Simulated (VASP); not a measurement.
# In (C2/m) in VASP: notebook

The runs below take In through electric field gradients, with LDA.

Program: VASP 6.6.1. These are calculated values, not measurements. Logs are shortened: lines on timing, memory, paths and dates and some standing lists are left out, and cuts for length are marked.

## Step 1: The cell of the first run

The structure is monoclinic, space group C2/m (No. 12). The conventional cell has a = 4.623 Å, b = 4.576 Å, c = 3.362 Å, α = 90.00°, β = 132.62°, γ = 90.00°. Within 4.3 Å of In (site symmetry 2/m) lie 12 In at 3.25 to 3.41 Å.

## Step 2: Electric field gradients, LDA (equal xy, yz and zx shear strains of +1 %)

INCAR reads:

```
ALGO = Normal
EDIFF = 1E-8
ENCUT = 520
ISIF = 2
ISMEAR = -1
LASPH = True
LCHARG = False
LEFG = True
LREAL = False
LWAVE = False
NBANDS = 12
NELM = 100
PREC = Accurate
SIGMA = 0.05
```

KPOINTS reads:

```
k-points
0
Gamma
  12 12 14
```

POSCAR reads:

```
In
1.0
   -1.6056495000      1.6303890000      2.4739500000
    1.6303890000     -1.6056495000      2.4739500000
    1.6219110000      1.6219110000     -2.4576885000
In
1
Direct
    0.0000000000      0.0000000000      0.0000000000
```

Potentials or basis: VASP PAW LDA potentials, release 64 (In_d).

Started as:

```bash
$ cat potpaw_LDA.64/In_d/POTCAR > POTCAR
$ mpirun -np 1 vasp_std > vasp.out
```

OUTCAR:

```text
EDIFF = 1E-8
   ENCUT = 520
   ISIF = 2
   ISMEAR = -1
   LASPH = True
   LREAL = False
   NELM = 100
   PREC = Accurate

 ion  position               nearest neighbor table
   1  0.000  0.000  0.000-

  Warning from LATTYP: Got some problem with cell dimensions!
  Tried to take original basis but could not verify dimensions!
  LATTYP: Found a base centered monoclinic cell.
 ALAT       =     4.6225584154
 B/A-ratio  =     0.9900252466
 C/A-ratio  =     0.7272507266
 COS(beta)  =    -0.6771396136

  Lattice vectors:

 A1 = (  -0.0162615000,  -3.2523000000,  -0.0162615000)
 A2 = (  -3.2523000000,  -0.0162615000,  -0.0162615000)
 A3 = (   1.6219110000,   1.6219110000,  -2.4576885000)

Analysis of symmetry for initial positions (statically):
=====================================================================
 Subroutine PRICEL returns:
 Original cell was already a primitive cell.

 Routine SETGRP: Setting up the symmetry group for a
 base centered monoclinic supercell.

 Subroutine GETGRP returns: Found  4 space group operations
 (whereof  4 operations were pure point group operations)
 out of a pool of  4 trial point group operations.

The static configuration has the point symmetry C_2h.

Analysis of symmetry for dynamics (positions and initial velocities):
=====================================================================
 Subroutine PRICEL returns:
 Original cell was already a primitive cell.

 Routine SETGRP: Setting up the symmetry group for a
 base centered monoclinic supercell.

 Subroutine GETGRP returns: Found  4 space group operations
 (whereof  4 operations were pure point group operations)
 out of a pool of  4 trial point group operations.

The dynamic configuration has the point symmetry C_2h.

 Subroutine INISYM returns: Found  4 space group operations
 (whereof  4 operations are pure point group operations),
 and found     1 'primitive' translations

----------------------------------------------------------------------------------------

                                     Primitive cell

  volume of cell :      26.1661

  direct lattice vectors                    reciprocal lattice vectors
    -1.605649500  1.630389000  2.473950000    -0.002535353  0.306484456  0.200586198
     1.630389000 -1.605649500  2.473950000     0.306484456 -0.002535353  0.200586198
     1.621911000  1.621911000 -2.457688500     0.305960207  0.305960207 -0.003059602

  length of vectors
     3.369971396  3.369971396  3.361758966     0.366297656  0.366297656  0.432703892

  position of ions in fractional coordinates (direct lattice)
     0.000000000  0.000000000  0.000000000

  ion indices of the primitive-cell ions
   primitive index   ion index
                 1           1

----------------------------------------------------------------------------------------

 KPOINTS: k-points

Automatic generation of k-mesh.
 Grid dimensions read from file:
 generate k-points for:   12   12   14

 Generating k-lattice:

  Cartesian coordinates                     Fractional coordinates (reciprocal lattice)
    -0.000211279  0.025540371  0.016715517     0.083333333  0.000000000  0.000000000
     0.025540371 -0.000211279  0.016715517     0.000000000  0.083333333  0.000000000
     0.021854301  0.021854301 -0.000218543     0.000000000  0.000000000  0.071428571

  Length of vectors
     0.030524805  0.030524805  0.030907421

  Shift w.r.t. Gamma in fractional coordinates (k-lattice)
     0.000000000  0.000000000  0.000000000

 Subroutine IBZKPT returns following result:
 ===========================================

 Found    554 irreducible k-points:

 Following reciprocal coordinates:
            Coordinates               Weight
  0.000000  0.000000  0.000000      1.000000
  0.083333  0.000000  0.000000      4.000000
  0.166667  0.000000  0.000000      4.000000
  0.250000 -0.000000  0.000000      4.000000
  0.333333  0.000000  0.000000      4.000000
  0.416667  0.000000  0.000000      4.000000
[... 16 lines left out ...]
  0.500000  0.166667  0.000000      4.000000
 -0.416667  0.166667  0.000000      4.000000
 [... further k-points ...]
   k-points           NKPTS =    554   k-points in BZ     NKDIM =    554   number of bands    NBANDS=     12
   number of dos      NEDOS =    301   number of ions     NIONS =      1
   total plane-waves  NPLWV =  21952
   dimension x,y,z NGX =    28 NGY =   28 NGZ =   28
   dimension x,y,z NGXF=    56 NGYF=   56 NGZF=   56
   ions per type =               1
   NGX,Y,Z   is equivalent  to a cutoff of  13.81, 13.81, 13.85 a.u.
   NGXF,Y,Z  is equivalent  to a cutoff of  27.63, 27.63, 27.69 a.u.
 SYSTEM =  unknown system
   PREC   = accura    normal or accurate (medium, high low for compatibility)
   ISTART =      0    job   : 0-new  1-cont  2-samecut
   ICHARG =      2    charge: 1-file 2-atom 10-const
   ISPIN  =      1    spin polarized calculation?
   LNONCOLLINEAR =      F non collinear calculations
   LSORBIT =      F    spin-orbit coupling
   LASPH  =      T    aspherical Exc in radial PAW
   ENCUT  =  520.0 eV  38.22 Ry    6.18 a.u.   6.27  6.27  6.25*2*pi/ulx,y,z
   NELM   =    100;   NELMIN=  2; NELMDL= -5     # of ELM steps
   EDIFF  = 0.1E-07   stopping-criterion for ELM
   LREAL  =      F    real-space projection
   EDIFFG = 0.1E-06   stopping-criterion for IOM
   NSW    =      0    number of steps for IOM
   IBRION =     -1    ionic relax: 0-MD 1-quasi-New 2-CG
   NFREE  =      0    steps in history (QN), initial steepest desc. (CG)
   ISIF   =      2    stress and relaxation
   ISYM   =      2    0-nonsym 1-usesym 2-fastsym
   POTIM  = 0.5000    time-step for ionic-motion
   TEBEG  =    0.0;   TEEND  =   0.0 temperature during run
   PSTRESS=    0.0 pullay stress
   NELECT =      13.0000    total number of electrons
   NUPDOWN=      -1.0000    fix difference up-down
   EMIN   =  10.00;   EMAX   =-10.00  energy-range for DOS
   EFERMI =   0.00;   METHOD = LEGACY
   ISMEAR =    -1;   SIGMA  =   0.05  broadening in eV -4-tet -1-fermi 0-gaus
   EFERMI_NEDOS =   21; number of points for ismear=-14 and -15
   IALGO  =     38    algorithm
   IMIX   =      4    mixing-type and parameters
     AMIX     =   0.40;   BMIX     =  1.00
     AMIX_MAG =   1.60;   BMIX_MAG =  1.00
  volume/ion in A,a.u.               =      26.17       176.58
  Fermi-wavevector in a.u.,A,eV,Ry     =   1.296610  2.450238 22.874084  1.681198
  Thomas-Fermi vector in A             =   2.428055
   LORBIT       =      0    0 simple, 1 ext, 2 COOP (PROOUT), +10 PAW based schemes
   GGA     = CA    functional components
   LHFCALC =     F    Hartree Fock is set to
   AEXX    =    0.0000 exact exchange contribution
   IVDW    =     0    specifies the selected vdW correction
   LEPSILON=     F    determine dielectric tensor
   LRPA    =     F    only Hartree local field effects (RPA)
 non-spin polarized calculation
  energy-cutoff  :      520.00
  volume of cell :       26.17
 maximum number of plane-waves:       720
 NGX is ok and might be reduce to    28
   NGX = 13   NGY = 13   NGZ = 13

 number of electron      13.0000005 magnetization

 Free energy of the ion-electron system (eV)
  ---------------------------------------------------
  ext. energy  EPLUGINS =         0.00000000
  ---------------------------------------------------
  free energy    TOTEN  =        -3.20563594 eV

  energy without entropy =       -3.20183050  energy(sigma->0) =       -3.20373322

 E-fermi :   7.1899     XC(G=0): -10.5256

 val. band max:        7.1860912375   @ k =  -0.0833   0.2500   0.2143
 cond. band min:       7.1915128043   @ k =   0.3333   0.2500   0.2143
 fundamental gap:      0.0054215668
 Fermi energy:         7.1898528771

 k-point     1 :       0.0000    0.0000    0.0000
  band No.  band energies     occupation
      1      -7.4061      2.00000
      2      -7.3029      2.00000
      3      -7.2935      2.00000
      4      -7.2141      2.00000
      5      -7.1096      2.00000
      6      -2.3479      2.00000
      7      17.5269      0.00000
      8      17.5981      0.00000
      9      17.9178      0.00000
     10      18.9270      0.00000
     11      21.0965      0.00000
     12      21.3470      0.00000
[... 331 lines left out ...]
 k-point    24 :      -0.4167    0.1667    0.0000
  band No.  band energies     occupation
      1      -7.3991      2.00000
      2      -7.2926      2.00000
      3      -7.2415      2.00000
      4      -7.1321      2.00000
      5      -7.0009      2.00000
      6       1.2271      2.00000
      7       7.2013      0.88601
      8      13.3051      0.00000
      9      13.9253      0.00000
     10      16.3474      0.00000
     11      20.7813      0.00000
     12      21.8226      0.00000

 [... further k-points ...]

------------------------ aborting loop because EDIFF is reached ----------------------------------------

  FORCE on cell =-STRESS in cart. coord.  units (eV):
  Direction    XX          YY          ZZ          XY          YZ          ZX
  --------------------------------------------------------------------------------------
  -------------------------------------------------------------------------------------
  Total       -0.4305387     -0.4305387     -0.3860546     -0.0462620      0.0407002      0.0407001
  in kB      -26.3622924    -26.3622924    -23.6384867     -2.8326650      2.4921089      2.4921066
  external PRESSURE =     -25.4543571 kB  Pullay stress =       0.0000000 kB

 VOLUME and BASIS-vectors are now :
 -----------------------------------------------------------------------------
  energy-cutoff  :      520.00
  volume of cell :       26.17
      direct lattice vectors                 reciprocal lattice vectors
    -1.605649500  1.630389000  2.473950000    -0.002535353  0.306484456  0.200586198
     1.630389000 -1.605649500  2.473950000     0.306484456 -0.002535353  0.200586198
     1.621911000  1.621911000 -2.457688500     0.305960207  0.305960207 -0.003059602

 POSITION                                       TOTAL-FORCE (eV/Angst)
 -----------------------------------------------------------------------------------
      0.00000      0.00000      0.00000         0.000000     -0.000000      0.000000
 -----------------------------------------------------------------------------------
    total drift:                               -0.000000     -0.000000     -0.000000

  FREE ENERGIE OF THE ION-ELECTRON SYSTEM (eV)
  ---------------------------------------------------
  free  energy   TOTEN  =        -3.2056359386 eV

  energy  without entropy=       -3.2018304977  energy(sigma->0) =       -3.20373322

 Electric field gradients (V/A^2)
---------------------------------------------------------------------
 ion       V_xx      V_yy      V_zz      V_xy      V_xz      V_yz
---------------------------------------------------------------------
   1      -9.075    -9.075    18.151     2.743    -0.374    -0.374
---------------------------------------------------------------------

 Electric field gradients after diagonalization (V/A^2)
 (convention: |V_zz| > |V_xx| > |V_yy|)
----------------------------------------------------------------------
 ion       V_xx      V_yy      V_zz     asymmetry (V_yy - V_xx)/ V_zz
----------------------------------------------------------------------
   1     -11.818    -6.344    18.162       0.301
----------------------------------------------------------------------

           NMR quadrupolar parameters

 Cq : quadrupolar parameter    Cq=e*Q*V_zz/h
 eta: asymmetry parameters     (V_yy - V_xx)/ V_zz
 Q  : nuclear electric quadrupole moment in mb (millibarn)
----------------------------------------------------------------------
 ion       Cq(MHz)       eta       Q (mb)
----------------------------------------------------------------------
   1       0.044       0.301       1.000
----------------------------------------------------------------------
```

Wall time 97 s (1 thread of Intel Xeon 6975P-C (Granite Rapids), shared host); peak memory 0.27 GiB.

What came out:

| Quantity | Value |
| --- | --- |
| Free energy | -3.2056 eV |
| Pressure | -2.5 GPa |
| Band gap on the k mesh | zero (an odd number of electrons rules out a gap without spin polarisation) |
| Largest electric field gradient by atom | In +18.2 V/Å² |

Levels at points of the mesh, in eV from the Fermi level:
```csv
k point,band 2,band 3,band 4,band 5,band 6,band 7,band 8,band 9,band 10,band 11
"(0.00, 0.00, 0.00)",-14.49,-14.48,-14.40,-14.30,-9.54,10.34,10.41,10.73,11.74,13.91
"(0.50, 0.00, 0.00)",-14.56,-14.47,-14.22,-14.17,-4.41,-3.35,7.60,9.13,11.26,11.67
"(0.50, 0.50, 0.00)",-14.65,-14.21,-14.19,-14.10,-1.87,-1.62,3.37,3.92,6.97,7.50
"(0.00, 0.00, 0.50)",-14.65,-14.21,-14.19,-14.10,-1.98,-1.79,3.56,4.02,7.20,7.55
"(0.50, 0.00, 0.50)",-14.56,-14.47,-14.21,-14.17,-4.26,-3.30,7.34,8.98,11.22,11.39
"(0.50, 0.50, 0.50)",-14.65,-14.20,-14.17,-14.16,-2.97,-2.63,4.67,4.73,8.28,8.33
```

Electric field gradients, principal values (V/Å²):
```csv
atom,least,middle,greatest (by size)
1 In,-6.344,-11.818,18.162
```

Caveat: the cell differs from its parent crystal (equal xy, yz and zx shear strains of +1 %); without QUAD_EFG the Cq values of the log hold for a quadrupole moment of 1 mb, not for the nuclei; spin-orbit coupling is left out, which moves the levels of the heavy elements.

## Step 3: Electric field gradients, LDA (equal xy, yz and zx shear strains of +1 %)

INCAR reads:

```
PREC     = Accurate       # precision mode
ENCUT    = 520            # plane-wave cutoff, eV
EDIFF    = 1E-8           # SCF threshold, eV
ISMEAR   = -1             # smearing method
SIGMA    = 0.05           # smearing width, eV
LREAL    = False          # projectors in reciprocal space
LASPH    = True           # aspherical terms in the spheres
NELM     = 100            # most SCF steps
ALGO     = Normal         # electronic algorithm
ISIF     = 2              # what is computed and relaxed
LWAVE    = False          # write WAVECAR
LCHARG   = False          # write CHGCAR
GGA      = CA             # functional
LEFG     = True         
NBANDS   = 12             # bands
```

KPOINTS reads:

```
Automatic mesh
0
Gamma
  12 12 14
```

POSCAR is that of step 2.

Potentials or basis: VASP PAW LDA potentials, release 64 (In_d).

Started as:

```bash
$ cat potpaw_LDA.64/In_d/POTCAR > POTCAR
$ mpirun -np 1 vasp_std > vasp.out
```

OUTCAR:

```text
PREC = Accurate
   ENCUT = 520
   EDIFF = 1E-8
   ISMEAR = -1
   LREAL = False
   LASPH = True
   NELM = 100
   ISIF = 2
   GGA = CA

 ion  position               nearest neighbor table
   1  0.000  0.000  0.000-

  Warning from LATTYP: Got some problem with cell dimensions!
  Tried to take original basis but could not verify dimensions!
  LATTYP: Found a base centered monoclinic cell.
 ALAT       =     4.6225584154
 B/A-ratio  =     0.9900252466
 C/A-ratio  =     0.7272507266
 COS(beta)  =    -0.6771396136
[... 571 lines left out ...]
    total drift:                               -0.000000     -0.000000     -0.000000

  FREE ENERGIE OF THE ION-ELECTRON SYSTEM (eV)
  ---------------------------------------------------
  free  energy   TOTEN  =        -3.2056359386 eV

  energy  without entropy=       -3.2018304977  energy(sigma->0) =       -3.20373322

 Electric field gradients (V/A^2)
---------------------------------------------------------------------
 ion       V_xx      V_yy      V_zz      V_xy      V_xz      V_yz
---------------------------------------------------------------------
   1      -9.075    -9.075    18.151     2.743    -0.374    -0.374
---------------------------------------------------------------------

 Electric field gradients after diagonalization (V/A^2)
 (convention: |V_zz| > |V_xx| > |V_yy|)
----------------------------------------------------------------------
 ion       V_xx      V_yy      V_zz     asymmetry (V_yy - V_xx)/ V_zz
----------------------------------------------------------------------
   1     -11.818    -6.344    18.162       0.301
----------------------------------------------------------------------

           NMR quadrupolar parameters

 Cq : quadrupolar parameter    Cq=e*Q*V_zz/h
 eta: asymmetry parameters     (V_yy - V_xx)/ V_zz
 Q  : nuclear electric quadrupole moment in mb (millibarn)
----------------------------------------------------------------------
 ion       Cq(MHz)       eta       Q (mb)
----------------------------------------------------------------------
   1       0.044       0.301       1.000
----------------------------------------------------------------------
```

Run time: 92 s. Hardware: 1 thread of Intel Xeon 6975P-C (Granite Rapids), shared host; peak memory 0.27 GiB.

Results:

```yaml
Free_energy: -3.2056 eV
Pressure: -2.5 GPa
Band_gap_on_the_k_mesh: zero (an odd number of electrons rules out a gap without spin polarisation)
Largest_electric_field_gradient_by_atom: In +18.2 V/Å²
```

Levels at points of the mesh, in eV from the Fermi level:
```tsv
k point	band 3	band 4	band 5	band 6	band 7	band 8	band 9	band 10
(0.00, 0.00, 0.00)	-14.48	-14.40	-14.30	-9.54	10.34	10.41	10.73	11.74
(0.50, 0.00, 0.00)	-14.47	-14.22	-14.17	-4.41	-3.35	7.60	9.13	11.26
(0.50, 0.50, 0.00)	-14.21	-14.19	-14.10	-1.87	-1.62	3.37	3.92	6.97
(0.00, 0.00, 0.50)	-14.21	-14.19	-14.10	-1.98	-1.79	3.56	4.02	7.20
(0.50, 0.00, 0.50)	-14.47	-14.21	-14.17	-4.26	-3.30	7.34	8.98	11.22
(0.50, 0.50, 0.50)	-14.20	-14.17	-14.16	-2.97	-2.63	4.67	4.73	8.28
```

Electric field gradients, principal values (V/Å²):
| atom | least | middle | greatest (by size) |
| --- | --- | --- | --- |
| 1 In | -6.344 | -11.818 | 18.162 |

Caveat: the cell differs from its parent crystal (equal xy, yz and zx shear strains of +1 %); without QUAD_EFG the Cq values of the log hold for a quadrupole moment of 1 mb, not for the nuclei; spin-orbit coupling is left out, which moves the levels of the heavy elements.
